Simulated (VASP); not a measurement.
# IrRh5 (P-62m) in VASP: single point with PBE

Aim: the single point of IrRh5 with PBE.

All numbers are computed with VASP 6.6.1; they aren't measurements. Logs are shortened: lines on timing, memory, paths and dates and some standing lists are left out, and cuts for length are marked.

### Step 1. The cell of the first run

Symmetry: P-62m, No. 189, hexagonal system. Conventional cell: a = 4.722 Å, b = 4.722 Å, c = 4.401 Å, α = 90.00°, β = 90.00°, γ = 120.00°. Ir (site symmetry -62m) has 12 Rh at 2.70 to 2.73 Å within 3.6 Å. Within 3.6 Å of Rh (site symmetry -6) lie 9 Rh at 2.71 to 2.73 Å and 3 Ir at 2.73 Å. Rh (site symmetry m2m) has 2 Ir at 2.70 Å and 10 Rh at 2.71 to 2.74 Å within 3.6 Å.

### Step 2. Single point, PBE

Contents of POSCAR:

```
IrRh5
1.0
    4.7217881812      0.0000000000      0.0000000000
   -2.3608940906      4.0891885162      0.0000000000
    0.0000000000      0.0000000000      4.4008209000
Ir Rh
1 5
Direct
    0.0000000000      0.0000000000      0.0000000000
    0.6666666667      0.3333333333      0.0000000000
    0.3333333333      0.6666666667      0.0000000000
    0.3308040000      0.0000000000      0.5000000000
    0.0000000000      0.3308040000      0.5000000000
    0.6691960000      0.6691960000      0.5000000000
```

Contents of INCAR.step1:

```
ALGO = Fast
EDIFF = 1E-6
ENCUT = 520
GGA = PE
ISIF = 2
ISMEAR = 0
LASPH = True
LCHARG = True
LMAXMIX = 4
LREAL = False
LWAVE = False
NBANDS = 51
NELM = 60
PREC = Accurate
SIGMA = 0.1
```

Contents of KPOINTS.step1:

```
k-points
0
Gamma
  12 12 8
```

Contents of INCAR.step2:

```
ALGO = Fast
EDIFF = 1E-6
ENCUT = 520
GGA = PE
ICHARG = 11
ISIF = 2
ISMEAR = -5
LASPH = True
LCHARG = False
LMAXMIX = 4
LORBIT = 10
LREAL = False
LWAVE = False
NBANDS = 51
NEDOS = 2001
NELM = 60
PREC = Accurate
SIGMA = 0.1
```

Contents of KPOINTS.step2:

```
k-points
0
Gamma
  18 18 12
```

Potentials or basis: VASP PAW PBE potentials, release 64 (Ir, Rh_pv).

Started as:

```
$ cat potpaw_PBE.64/Ir/POTCAR potpaw_PBE.64/Rh_pv/POTCAR > POTCAR
$ cp INCAR.step1 INCAR
$ cp KPOINTS.step1 KPOINTS
$ mpirun -np 1 vasp_std > vasp.out
$ cp INCAR.step2 INCAR
$ cp KPOINTS.step2 KPOINTS
$ mpirun -np 1 vasp_std > vasp.out
```

OUTCAR:

```text
EDIFF = 1E-6
   ENCUT = 520
   GGA = PE
   ICHARG = 11
   ISIF = 2
   ISMEAR = -5
   LASPH = True
   LORBIT = 10
   LREAL = False
   NELM = 60
   PREC = Accurate

 ion  position               nearest neighbor table
   1  0.000  0.000  0.000-   5 2.70   6 2.70   5 2.70   6 2.70   4 2.70   4 2.70   2 2.73   3 2.73
                             3 2.73   2 2.73   2 2.73   3 2.73
   2  0.667  0.333  0.000-   5 2.71   5 2.71   4 2.71   4 2.71   6 2.71   6 2.71   3 2.73   3 2.73
                             1 2.73   1 2.73   1 2.73   3 2.73
   3  0.333  0.667  0.000-   4 2.71   4 2.71   5 2.71   5 2.71   6 2.71   6 2.71   2 2.73   2 2.73
                             1 2.73   1 2.73   1 2.73   2 2.73
   4  0.331  0.000  0.500-   1 2.70   1 2.70   5 2.71   6 2.71   3 2.71   3 2.71   2 2.71   2 2.71
                             5 2.74   6 2.74   6 2.74   5 2.74
   5  0.000  0.331  0.500-   1 2.70   1 2.70   6 2.71   4 2.71   2 2.71   2 2.71   3 2.71   3 2.71
                             4 2.74   6 2.74   6 2.74   4 2.74
   6  0.669  0.669  0.500-   1 2.70   1 2.70   5 2.71   4 2.71   2 2.71   2 2.71   3 2.71   3 2.71
                             4 2.74   5 2.74   5 2.74   4 2.74

  LATTYP: Found a hexagonal cell.
 ALAT       =     4.7217881812
 C/A-ratio  =     0.9320242101

  Lattice vectors:

 A1 = (   4.7217881812,   0.0000000000,   0.0000000000)
 A2 = (  -2.3608940906,   4.0891885162,   0.0000000000)
 A3 = (   0.0000000000,   0.0000000000,   4.4008209000)

Analysis of symmetry for initial positions (statically):
=====================================================================
 Subroutine PRICEL returns:
 Original cell was already a primitive cell.

 Routine SETGRP: Setting up the symmetry group for a
 hexagonal supercell.

 Subroutine GETGRP returns: Found 12 space group operations
 (whereof 12 operations were pure point group operations)
 out of a pool of 24 trial point group operations.

The static configuration has the point symmetry D_3h.

Analysis of symmetry for dynamics (positions and initial velocities):
=====================================================================
 Subroutine PRICEL returns:
 Original cell was already a primitive cell.

 Routine SETGRP: Setting up the symmetry group for a
 hexagonal supercell.

 Subroutine GETGRP returns: Found 12 space group operations
 (whereof 12 operations were pure point group operations)
 out of a pool of 24 trial point group operations.

The dynamic configuration has the point symmetry D_3h.

 Subroutine INISYM returns: Found 12 space group operations
[... 122 lines left out ...]
   ISMEAR =    -5;   SIGMA  =   0.10  broadening in eV -4-tet -1-fermi 0-gaus
   EFERMI_NEDOS =   21; number of points for ismear=-14 and -15
   IALGO  =     68    algorithm
   IMIX   =      4    mixing-type and parameters
     AMIX     =   0.40;   BMIX     =  1.00
     AMIX_MAG =   1.60;   BMIX_MAG =  1.00
  volume/ion in A,a.u.               =      14.16        95.57
  Fermi-wavevector in a.u.,A,eV,Ry     =   1.630830  3.081823 36.186164  2.659608
  Thomas-Fermi vector in A             =   2.723067
   LORBIT       =     10    0 simple, 1 ext, 2 COOP (PROOUT), +10 PAW based schemes
   GGA     = PE    functional components
   LHFCALC =     F    Hartree Fock is set to
   AEXX    =    0.0000 exact exchange contribution
   IVDW    =     0    specifies the selected vdW correction
   LEPSILON=     F    determine dielectric tensor
   LRPA    =     F    only Hartree local field effects (RPA)
 non-spin polarized calculation
 RMM-DIIS sequential band-by-band and
 Fermi weights with tetrahedron method with Bloechl corrections
  energy-cutoff  :      520.00
  volume of cell :       84.97
 maximum number of plane-waves:      2332
 NGX is ok and might be reduce to    36

 number of electron      84.0000005 magnetization

 Free energy of the ion-electron system (eV)
  ---------------------------------------------------
  ext. energy  EPLUGINS =         0.00000000
  ---------------------------------------------------
  free energy    TOTEN  =       -44.97866433 eV

  energy without entropy =      -44.97866433  energy(sigma->0) =      -44.97866433

 E-fermi :  11.2986     XC(G=0): -13.8673

 val. band max:       11.3207430740   @ k =   0.2222   0.1111   0.5000
 cond. band min:      11.2536738592   @ k =   0.4444   0.0000   0.2500
 fundamental gap:     -0.0670692149
 Fermi energy:        11.2985531650

 k-point     1 :       0.0000    0.0000    0.0000
  band No.  band energies     occupation
      1     -35.7774      2.00000
      2     -35.6347      2.00000
      3     -35.6347      2.00000
      4     -35.5844      2.00000
      5     -35.5351      2.00000
      6     -35.4926      2.00000
[... 1285 lines left out ...]
     50      17.6723      0.00000
     51      19.3330      0.00000

 [... further k-points ...]

------------------------ aborting loop because EDIFF is reached ----------------------------------------

  FORCE on cell =-STRESS in cart. coord.  units (eV):
  Direction    XX          YY          ZZ          XY          YZ          ZX
  --------------------------------------------------------------------------------------
  -------------------------------------------------------------------------------------
  Total       -0.2911865     -0.2911865      0.2554707      0.0000000     -0.0000000      0.0000000
  in kB       -5.4904059     -5.4904059      4.8169753      0.0000000     -0.0000000      0.0000000
  external PRESSURE =      -2.0546122 kB  Pullay stress =       0.0000000 kB

 VOLUME and BASIS-vectors are now :
 -----------------------------------------------------------------------------
  energy-cutoff  :      520.00
  volume of cell :       84.97
      direct lattice vectors                 reciprocal lattice vectors
     4.721788181  0.000000000  0.000000000     0.211784172  0.122273649  0.000000000
    -2.360894091  4.089188516  0.000000000     0.000000000  0.244547297  0.000000000
     0.000000000  0.000000000  4.400820900     0.000000000  0.000000000  0.227230333

 POSITION                                       TOTAL-FORCE (eV/Angst)
 -----------------------------------------------------------------------------------
      0.00000      0.00000      0.00000         0.000000      0.000000      0.000000
      2.36089      1.36306      0.00000         0.000000      0.000000      0.000000
     -0.00000      2.72613      0.00000         0.000000      0.000000      0.000000
      1.56199      0.00000      2.20041        -0.007536      0.000000      0.000000
     -0.78099      1.35272      2.20041         0.003768     -0.006526      0.000000
      1.57990      2.73647      2.20041         0.003768      0.006526     -0.000000
 -----------------------------------------------------------------------------------
    total drift:                                0.000000      0.000000      0.000000

  FREE ENERGIE OF THE ION-ELECTRON SYSTEM (eV)
  ---------------------------------------------------
  free  energy   TOTEN  =       -44.9786643272 eV

  energy  without entropy=      -44.9786643272  energy(sigma->0) =      -44.97866433

 total charge

# of ion       s       p       d       tot
------------------------------------------
    1        0.690   0.642   6.874   8.206
    2        0.395   6.295   7.064  13.754
    3        0.395   6.295   7.064  13.754
    4        0.395   6.293   7.070  13.758
    5        0.395   6.293   7.070  13.758
    6        0.395   6.293   7.070  13.758
--------------------------------------------------
tot          2.664  32.113  42.211  76.987
```

OUTCAR.step1:

```text
EDIFF = 1E-6
   ENCUT = 520
   GGA = PE
   ISIF = 2
[... 1542 lines left out ...]
     -0.00000      2.72613      0.00000         0.000000     -0.000000     -0.000000
      1.56199      0.00000      2.20041         0.005585     -0.000000      0.000000
     -0.78099      1.35272      2.20041        -0.002792      0.004837     -0.000000
      1.57990      2.73647      2.20041        -0.002792     -0.004837      0.000000
 -----------------------------------------------------------------------------------
    total drift:                                0.000000      0.000000      0.000000

  FREE ENERGIE OF THE ION-ELECTRON SYSTEM (eV)
  ---------------------------------------------------
  free  energy   TOTEN  =       -44.9992737996 eV

  energy  without entropy=      -44.9480506293  energy(sigma->0) =      -44.97366221
```

OSZICAR.step1:

```text
N       E                     dE             d eps       ncg     rms          rms(c)
DAV:   1     0.112781909802E+04    0.11278E+04   -0.49986E+04 10074   0.188E+03
DAV:   2     0.363804156650E+01   -0.11242E+04   -0.10957E+04  9897   0.597E+02
DAV:   3    -0.466726063991E+02   -0.50311E+02   -0.46741E+02 10885   0.130E+02
DAV:   4    -0.481310153282E+02   -0.14584E+01   -0.14450E+01 10190   0.218E+01
DAV:   5    -0.481615416569E+02   -0.30526E-01   -0.30513E-01 11516   0.329E+00    0.256E+01
RMM:   6    -0.455195459906E+02    0.26420E+01   -0.87172E+00  9716   0.181E+01    0.128E+01
RMM:   7    -0.466439997633E+02   -0.11245E+01   -0.47593E+00  9716   0.125E+01    0.130E+01
RMM:   8    -0.450483623787E+02    0.15956E+01   -0.17766E+00  9716   0.843E+00    0.246E+00
RMM:   9    -0.450001311694E+02    0.48231E-01   -0.17170E-01  9906   0.289E+00    0.153E+00
RMM:  10    -0.450150221238E+02   -0.14891E-01   -0.63329E-02 10289   0.114E+00    0.136E+00
RMM:  11    -0.449994506666E+02    0.15571E-01   -0.20060E-02  9966   0.771E-01    0.238E-01
RMM:  12    -0.449992478569E+02    0.20281E-03   -0.38919E-03 10645   0.315E-01    0.712E-02
RMM:  13    -0.449992512075E+02   -0.33507E-05   -0.67813E-04 10993   0.143E-01    0.528E-02
RMM:  14    -0.449992733137E+02   -0.22106E-04   -0.22712E-04 12224   0.615E-02    0.111E-02
RMM:  15    -0.449992758188E+02   -0.25051E-05   -0.38887E-05 10271   0.319E-02    0.743E-03
RMM:  16    -0.449992737024E+02    0.21164E-05   -0.13784E-05  9954   0.154E-02    0.229E-03
RMM:  17    -0.449992737996E+02   -0.97194E-07   -0.14301E-06  5552   0.667E-03
   1 F= -.44999274E+02 E0= -.44973662E+02  d E =-.512232E-01
```

Run time: 12 min. Hardware: 1 thread of AMD EPYC 9R45 (Zen 5), shared host; peak memory 0.82 GiB.

Results:

```
Valence electrons inside the program's atomic spheres : Ir 8.21; Rh 13.75, 13.76 (each value once)
```

Caveat: spin-orbit coupling is left out, which moves the levels of the heavy elements.
